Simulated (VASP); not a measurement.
Input of a VASP 6.6.1 run:

The input INCAR:

```
ALGO     = Normal         # electronic algorithm
EDIFF    = 1E-7           # SCF threshold, eV
ENCUT    = 520            # plane-wave cutoff, eV
GGA      = PE             # functional
ISIF     = 2              # what is computed and relaxed
ISMEAR   = 0              # smearing method
LASPH    = T              # aspherical terms in the spheres
LCHARG   = F              # write CHGCAR
LREAL    = F              # projectors in reciprocal space
LWAVE    = F              # write WAVECAR
NBANDS   = 26             # bands
NELM     = 100            # most SCF steps
PREC     = Accurate       # precision mode
SIGMA    = 0.08           # smearing width, eV
```

KPOINTS

```
k-points
0
Gamma
  12 12 10
```

Contents of POSCAR:

```
CdTe
1.0
    2.8266063891     -3.0496771807      0.0000000000
    2.8266063891      3.0496771807      0.0000000000
    0.0000000000      0.0000000000      5.2255611002
Cd Te
2 2
Direct
    0.3608000379      0.6391999621      0.2500000000
    0.6391999621      0.3608000379      0.7500000000
    0.8260878462      0.1739121538      0.2500000000
    0.1739121538      0.8260878462      0.7500000000
```

Potentials or basis: VASP PAW PBE potentials, release 64 (Cd, Te).

The run is started by

```console
$ cat potpaw_PBE.64/Cd/POTCAR potpaw_PBE.64/Te/POTCAR > POTCAR
$ mpirun -np 1 vasp_std > vasp.out
```

(1) Predict the pressure.

(2) Predict the band gap on the k mesh.

(3) Estimate the largest force.

## Answers

(1) 18.4 GPa.

(2) zero (bands 18 and 19 overlap by 1.95 eV).

(3) 0.033 eV/Å.

Caveat: the cell stands under pressure; spin-orbit coupling is left out, which moves the levels of the heavy elements.
